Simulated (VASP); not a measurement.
Wanted: the native input for a VASP 6.6.1 run.

```
Task                   : single point
Functional             : r2SCAN
Potentials or basis    : VASP PAW PBE potentials, release 64 (Ba_sv, Te)
Cutoff                 : 520 eV
k mesh                 : 6 × 6 × 6
Occupations            : gaussian, width 0.01 eV
Spin                   : no spin polarisation
Dipole correction      : no
Further INCAR settings : ALGO = Normal; EDIFF = 1e-06; NBANDS = 15
```

Crystal: BaTe.

```xyz
2
Lattice="3.5665 3.5665 0.0000 -3.5665 3.5665 0.0000 0.0000 3.5665 3.5201" Properties=species:S:1:pos:R:3 pbc="T T T"
Ba    0.0000    0.0000    0.0000
Te    0.0000    3.5665    0.0000
```

This cell differs from its parent crystal: film at in-plane strain +0.01.

These files were run (other wordings do the same):

POSCAR

```
BaTe
1.0
    3.5665274766      3.5665274766      0.0000000000
   -3.5665274766      3.5665274766      0.0000000000
    0.0000000000      3.5665274766      3.5201284886
Ba Te
1 1
Direct
    0.0000000000      0.0000000000      0.0000000000
    0.5000000000      0.5000000000      0.0000000000
```

INCAR.step1

```
SYSTEM = BaTe
PREC = Accurate
ENCUT = 520
ISMEAR = 0
SIGMA = 0.01
LREAL = .False.
LASPH = .True.
NELM = 80
NBANDS = 15
GGA = PE
ALGO = Normal
EDIFF = 1E-4
LWAVE = .True.
LCHARG = .False.
```

INCAR.step2

```
SYSTEM = BaTe
PREC = Accurate
ENCUT = 520
EDIFF = 1E-6
ISMEAR = 0
SIGMA = 0.01
LREAL = .False.
LASPH = .True.
NELM = 80
ALGO = Normal
ISIF = 2
LWAVE = .False.
LCHARG = .True.
METAGGA = R2SCAN
LMIXTAU = .True.
LELF = .True.
LVHAR = .True.
NBANDS = 15
ISTART = 1
```

KPOINTS

```
regular mesh
0
Gamma
  6 6 6
  0 0 0
```

Potentials or basis: VASP PAW PBE potentials, release 64 (Ba_sv, Te).

Run with:

```bash
$ cat potpaw_PBE.64/Ba_sv/POTCAR potpaw_PBE.64/Te/POTCAR > POTCAR
$ cp INCAR.step1 INCAR
$ mpirun -np 1 vasp_std > vasp.out
$ cp INCAR.step2 INCAR
$ mpirun -np 1 vasp_std > vasp.out
```

Results of the run:

- Pressure: -0.2 GPa
- Band gap on the k mesh: 1.94 eV (least direct gap 2.33 eV)

Caveat: the cell differs from its parent crystal (film at in-plane strain +0.01); the PAW data sets were made with another functional, which shifts forces and pressure a little; spin-orbit coupling is left out, which moves the levels of the heavy elements.

Run time: 2.3 min on 1 thread of AMD EPYC 9R45 96-Core Processor (Zen 5), with other jobs on the host, peak memory 0.24 GiB.
